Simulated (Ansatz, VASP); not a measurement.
# Si: VASP beside Ansatz

INCAR

```
PREC     = Accurate       # precision mode
ENCUT    = 520            # plane-wave cutoff, eV
EDIFF    = 1E-6           # SCF threshold, eV
ISMEAR   = 0              # smearing method
SIGMA    = 0.01           # smearing width, eV
LREAL    = F              # projectors in reciprocal space
LASPH    = T              # aspherical terms in the spheres
NELM     = 80             # most SCF steps
ALGO     = Normal         # electronic algorithm
ISIF     = 2              # what is computed and relaxed
LWAVE    = F              # write WAVECAR
LCHARG   = F              # write CHGCAR
GGA      = PS             # functional
IBRION   = 2              # ionic algorithm
NSW      = 60             # ionic steps
EDIFFG   = -0.002         # ionic threshold
```

File KPOINTS:

```
regular mesh
0
Gamma
  9 9 6
```

The input POSCAR:

```
Si
1.0
    3.8438634368      0.0000000000      0.0000000000
   -1.9219317184      3.3288833850      0.0000000000
    0.0000000000      0.0000000000      6.3126789988
Si
4
Direct
    0.3333333333      0.6666666667     -0.0004389453
    0.6666666667      0.3333333333      0.4995610547
    0.3333333333      0.6666666667      0.3744389453
    0.6666666667      0.3333333333      0.8744389453
```

Input for Ansatz:

```yaml
crystal:
  lattice:
    - [3.8438634368, 0.0, 0.0]
    - [-1.9219317184, 3.328883385, 0.0]
    - [0.0, 0.0, 6.3126789988]
  atoms:
    - { symbol: Si, position: [0.3333333333, 0.6666666667, -0.0004389453] }
    - { symbol: Si, position: [0.6666666667, 0.3333333333, 0.4995610547] }
    - { symbol: Si, position: [0.3333333333, 0.6666666667, 0.3744389453] }
    - { symbol: Si, position: [0.6666666667, 0.3333333333, 0.8744389453] }
basis:
  ecutwfc: 420
kpoints:
  mp_grid: { grid: [9, 9, 6] }
hamiltonian:
  xc: pbesol
  pseudopotentials: { kind: paw, azcp: { folder: soft_1 } }
scf:
  occupations: { method: gaussian, width: 0.01 }
output:
  forces: true
  stress: true
  eigenvalues: true
relax:
  adjacent_minimum: "off"
  f_tol: 0.002
  max_steps: 40
```

Change from the starting cell: strained cell.

Alike in both runs: task relaxation of the atoms; functional PBEsol; k mesh 9 × 9 × 6; occupations gaussian, width 0.01 eV; no spin polarisation.

```csv
,VASP,Ansatz
version,VASP 6.6.1,Ansatz 0.2.0
potentials or method,"VASP PAW PBE potentials, release 64 (Si), cutoff 520 eV","scalar-relativistic, plane waves, PAW"
valence electrons in the cell,16,16
```

|  | VASP | Ansatz | Ansatz less VASP |
| --- | --- | --- | --- |
| gap on the k mesh at the Fermi level, each at its own relaxed structure (eV) | 0.33 | 0.33 | +0.007 |

VASP's potentials were made for PBE, not for PBEsol, and Ansatz warns of the same on its side. Ansatz's warnings: stress scf threshold loose.
